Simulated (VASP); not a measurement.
# Te (P3_121) in VASP: notebook

The runs below take Te through single point, with r2SCAN.

Program: VASP 6.6.1. These are calculated values, not measurements. Logs are shortened: lines on timing, memory, paths and dates and some standing lists are left out, and cuts for length are marked.

### Step 1. The cell of the first run

It takes space group P3_121 (No. 152, trigonal). The conventional cell has a = 4.632 Å, b = 4.632 Å, c = 5.887 Å, α = 90.00°, β = 90.00°, γ = 120.00°. Te (site symmetry 2) has 6 Te at 2.83 to 3.62 Å within 3.7 Å.

### Step 2. Single point, r2SCAN

Contents of POSCAR:

```
Te
1.0
    4.6324895870      0.0000000000      0.0000000000
   -2.3162447935      4.0118536651      0.0000000000
    0.0000000000      0.0000000000      5.8869033494
Te
3
Direct
    0.2535874851      0.0000000000      0.3333333333
    1.0000000000      0.2535874851      0.6666666667
    0.7464125149      0.7464125149      0.0000000000
```

Contents of INCAR.step1:

```
SYSTEM = Te
  PREC = Accurate
  ENCUT = 550
  ISMEAR = 0
  SIGMA = 0.6
  LREAL = .False.
  LASPH = .True.
  NELM = 120
  NBANDS = 16
  GGA = PE
  ALGO = Normal
  EDIFF = 1E-5
  LWAVE = .True.
  LCHARG = .False.
  GGA_COMPAT = .False.
```

Contents of INCAR.step2:

```
SYSTEM = Te
  PREC = Accurate
  ENCUT = 550
  EDIFF = 1E-6
  ISMEAR = 0
  SIGMA = 0.6
  LREAL = .False.
  LASPH = .True.
  NELM = 120
  ALGO = Normal
  ISIF = 2
  LWAVE = .False.
  LCHARG = .True.
  METAGGA = R2SCAN
  LMIXTAU = .True.
  LELF = .True.
  LVHAR = .True.
  NBANDS = 16
  ISTART = 1
  GGA_COMPAT = .False.
```

Contents of KPOINTS:

```
Automatic mesh
0
Gamma
  8 8 6
  0 0 0
```

Potentials or basis: VASP PAW PBE potentials, release 64 (Te).

Launch:

```console
$ cat potpaw_PBE.64/Te/POTCAR > POTCAR
$ cp INCAR.step1 INCAR
$ mpirun -np 1 vasp_std > vasp.out
$ cp INCAR.step2 INCAR
$ mpirun -np 1 vasp_std > vasp.out
```

OUTCAR:

```text
SYSTEM = Te
   PREC = Accurate
   ENCUT = 550
   EDIFF = 1E-6
   ISMEAR = 0
   LREAL = .False.
   LASPH = .True.
   NELM = 120
   ISIF = 2
   METAGGA = R2SCAN
   ISTART = 1

 ion  position               nearest neighbor table
   1  0.254  0.000  0.333-   3 2.83   2 2.83   3 3.62   3 3.62   2 3.62   2 3.62
   2  0.000  0.254  0.667-   3 2.83   1 2.83   3 3.62   3 3.62   1 3.62   1 3.62
   3  0.746  0.746  0.000-   2 2.83   1 2.83   1 3.62   2 3.62   2 3.62   1 3.62

  LATTYP: Found a hexagonal cell.
 ALAT       =     4.6324895870
 C/A-ratio  =     1.2707860944

  Lattice vectors:

 A1 = (   4.6324895870,   0.0000000000,   0.0000000000)
 A2 = (  -2.3162447935,   4.0118536651,   0.0000000000)
 A3 = (   0.0000000000,   0.0000000000,   5.8869033494)

Analysis of symmetry for initial positions (statically):
=====================================================================
 Subroutine PRICEL returns:
 Original cell was already a primitive cell.

 Routine SETGRP: Setting up the symmetry group for a
 hexagonal supercell.

 Subroutine GETGRP returns: Found  6 space group operations
 (whereof  2 operations were pure point group operations)
 out of a pool of 24 trial point group operations.

The static configuration has the point symmetry C_2 .
 The point group associated with its full space group is D_3 .

Analysis of symmetry for dynamics (positions and initial velocities):
=====================================================================
 Subroutine PRICEL returns:
 Original cell was already a primitive cell.

 Routine SETGRP: Setting up the symmetry group for a
 hexagonal supercell.

 Subroutine GETGRP returns: Found  6 space group operations
 (whereof  2 operations were pure point group operations)
 out of a pool of 24 trial point group operations.

The dynamic configuration has the point symmetry C_2 .
 The point group associated with its full space group is D_3 .

 Subroutine INISYM returns: Found  6 space group operations
 (whereof  2 operations are pure point group operations),
 and found     1 'primitive' translations

----------------------------------------------------------------------------------------

                                     Primitive cell

  volume of cell :     109.4073

  direct lattice vectors                    reciprocal lattice vectors
     4.632489587  0.000000000  0.000000000     0.215866648  0.124630667  0.000000000
    -2.316244794  4.011853665  0.000000000     0.000000000  0.249261335  0.000000000
[... 90 lines left out ...]
   NSW    =      0    number of steps for IOM
   IBRION =     -1    ionic relax: 0-MD 1-quasi-New 2-CG
   NFREE  =      0    steps in history (QN), initial steepest desc. (CG)
   ISIF   =      2    stress and relaxation
   ISYM   =      2    0-nonsym 1-usesym 2-fastsym
   POTIM  = 0.5000    time-step for ionic-motion
   TEBEG  =    0.0;   TEEND  =   0.0 temperature during run
   PSTRESS=    0.0 pullay stress
   NELECT =      18.0000    total number of electrons
   NUPDOWN=      -1.0000    fix difference up-down
   EMIN   =  10.00;   EMAX   =-10.00  energy-range for DOS
   EFERMI =   0.00;   METHOD = LEGACY
   ISMEAR =     0;   SIGMA  =   0.60  broadening in eV -4-tet -1-fermi 0-gaus
   EFERMI_NEDOS =   21; number of points for ismear=-14 and -15
   IALGO  =     38    algorithm
   IMIX   =      4    mixing-type and parameters
     AMIX     =   0.40;   BMIX     =  1.00
     AMIX_MAG =   1.60;   BMIX_MAG =  1.00
  volume/ion in A,a.u.               =      36.47       246.11
  Fermi-wavevector in a.u.,A,eV,Ry     =   0.897050  1.695179 10.948601  0.804699
  Thomas-Fermi vector in A             =   2.019586
   LORBIT       =      0    0 simple, 1 ext, 2 COOP (PROOUT), +10 PAW based schemes
   METAGGA = R2SCAN    functional components
   LHFCALC =     F    Hartree Fock is set to
   AEXX    =    0.0000 exact exchange contribution
   IVDW    =     0    specifies the selected vdW correction
   LEPSILON=     F    determine dielectric tensor
   LRPA    =     F    only Hartree local field effects (RPA)
 non-spin polarized calculation
 Gauss-broadening in eV      SIGMA  =   0.60
  energy-cutoff  :      550.00
  volume of cell :      109.41
 maximum number of plane-waves:      3250
 NGX is ok and might be reduce to    36
   NGX = 17   NGY = 17   NGZ = 23

 number of electron      17.9999999 magnetization

 Free energy of the ion-electron system (eV)
  ---------------------------------------------------
  ext. energy  EPLUGINS =         0.00000000
  ---------------------------------------------------
  free energy    TOTEN  =       -76.26326331 eV

  energy without entropy =      -76.18485438  energy(sigma->0) =      -76.22405884

 E-fermi :   5.2147     XC(G=0):  -9.1258

 val. band max:        4.9099751358   @ k =   0.3750   0.2500   0.5000
 cond. band min:       5.6884441665   @ k =   0.0000   0.0000   0.5000
 fundamental gap:      0.7784690307
 Fermi energy:         5.2147385777

 k-point     1 :       0.0000    0.0000    0.0000
  band No.  band energies     occupation
      1      -8.9577      2.00000
      2      -5.5378      2.00000
      3      -5.5378      2.00000
      4       1.6814      2.00000
      5       1.9057      2.00000
      6       1.9057      2.00000
[... 433 lines left out ...]
      3      -5.2979      2.00000
      4       0.0416      2.00000
      5       0.5270      2.00000
      6       1.6271      2.00000
[... 8 lines left out ...]
     15      12.8217      0.00000
     16      13.3309      0.00000

 [... further k-points ...]

------------------------ aborting loop because EDIFF is reached ----------------------------------------

  FORCE on cell =-STRESS in cart. coord.  units (eV):
  Direction    XX          YY          ZZ          XY          YZ          ZX
  --------------------------------------------------------------------------------------
  -------------------------------------------------------------------------------------
  Total        0.0035702      0.0035702      0.1494423      0.0000000     -0.0000000      0.0000000
  in kB        0.0522826      0.0522826      2.1884548      0.0000000     -0.0000000      0.0000000
  external PRESSURE =       0.7643400 kB  Pullay stress =       0.0000000 kB

 VOLUME and BASIS-vectors are now :
 -----------------------------------------------------------------------------
  energy-cutoff  :      550.00
  volume of cell :      109.41
      direct lattice vectors                 reciprocal lattice vectors
     4.632489587  0.000000000  0.000000000     0.215866648  0.124630667  0.000000000
    -2.316244794  4.011853665  0.000000000     0.000000000  0.249261335  0.000000000
     0.000000000  0.000000000  5.886903349     0.000000000  0.000000000  0.169868595

 POSITION                                       TOTAL-FORCE (eV/Angst)
 -----------------------------------------------------------------------------------
      1.17474      0.00000      1.96230         0.055354     -0.000000      0.000000
     -0.58737      1.01736      3.92460        -0.027677      0.047938     -0.000000
      1.72887      2.99450      0.00000        -0.027677     -0.047938     -0.000000
 -----------------------------------------------------------------------------------
    total drift:                               -0.000000     -0.000000      0.000000

  FREE ENERGIE OF THE ION-ELECTRON SYSTEM (eV)
  ---------------------------------------------------
  free  energy   TOTEN  =       -76.2632633067 eV

  energy  without entropy=      -76.1848543807  energy(sigma->0) =      -76.22405884
```

Wall time 9.8 min (1 thread of Intel Xeon 8259CL, shared host); peak memory 0.29 GiB.

What came out:

- Free energy: -76.2633 eV
- Pressure: 0.1 GPa
- Largest force: 0.055 eV/Å
- Band gap on the k mesh: 0.78 eV

Forces on the atoms (eV/Å):
```
Te   0.055  0.000  0.000
Te  -0.028  0.048  0.000
Te  -0.028 -0.048  0.000
```

Caveat: the PAW data sets were made with another functional, which shifts forces and pressure a little; spin-orbit coupling is left out, which moves the levels of the heavy elements. A k mesh can miss the band edges.

### Step 3. Single point, r2SCAN

POSCAR is that of step 2.

Contents of INCAR.step1:

```
SYSTEM = Te
PREC = Accurate
ENCUT = 550
ISMEAR = 0
SIGMA = 1.0
LREAL = .False.
LASPH = .True.
NELM = 120
NBANDS = 16
GGA = PE
ALGO = Normal
EDIFF = 1E-5
LWAVE = .True.
LCHARG = .False.
GGA_COMPAT = .False.
```

Contents of INCAR.step2:

```
SYSTEM = Te
PREC = Accurate
ENCUT = 550
EDIFF = 1E-6
ISMEAR = 0
SIGMA = 1.0
LREAL = .False.
LASPH = .True.
NELM = 120
ALGO = Normal
ISIF = 2
LWAVE = .False.
LCHARG = .False.
METAGGA = R2SCAN
LMIXTAU = .True.
NBANDS = 16
ISTART = 1
GGA_COMPAT = .False.
```

Contents of KPOINTS:

```
regular mesh
0
Gamma
  8 8 6
  0 0 0
```

Potentials or basis: VASP PAW PBE potentials, release 64 (Te).

Launch:

```console
$ cat potpaw_PBE.64/Te/POTCAR > POTCAR
$ cp INCAR.step1 INCAR
$ mpirun -np 1 vasp_std > vasp.out
$ cp INCAR.step2 INCAR
$ mpirun -np 1 vasp_std > vasp.out
```

It took 8.3 min on 1 thread of Intel Xeon 8259CL, shared host; peak memory 0.29 GiB.

It converged, with:

```yaml
Free_energy: -76.3885 eV
Pressure: 0.5 GPa
Largest_force: 0.198 eV/Å
Band_gap_on_the_k_mesh: 0.78 eV (least direct gap 0.79 eV)
```

Forces on the atoms (eV/Å):
```
Te   0.198  0.000  0.000
Te  -0.099  0.171  0.000
Te  -0.099 -0.171  0.000
```

Stress tensor (GPa, compression positive):
```
0.27 0.00 0.00
0.00 0.27 0.00
0.00 0.00 0.90
```

Levels at points of the mesh, in eV from the valence-band top:
| k point | band 7 | band 8 | band 9 | band 10 | band 11 | band 12 |
| --- | --- | --- | --- | --- | --- | --- |
| (0.00, 0.00, 0.00) | -1.69 | -1.69 | -0.67 | 1.24 | 1.24 | 1.74 |
| (0.50, 0.00, 0.00) | -3.13 | -1.25 | -0.92 | 1.29 | 1.44 | 3.76 |
| (0.00, 0.00, 0.50) | -1.37 | -1.23 | -1.23 | 0.78 | 0.86 | 0.86 |
| (0.50, 0.00, 0.50) | -2.18 | -1.81 | -0.09 | 1.19 | 2.16 | 2.62 |

Caveat: the PAW data sets were made with another functional, which shifts forces and pressure a little; spin-orbit coupling is left out, which moves the levels of the heavy elements.

(Continued in part 2 of 2.)
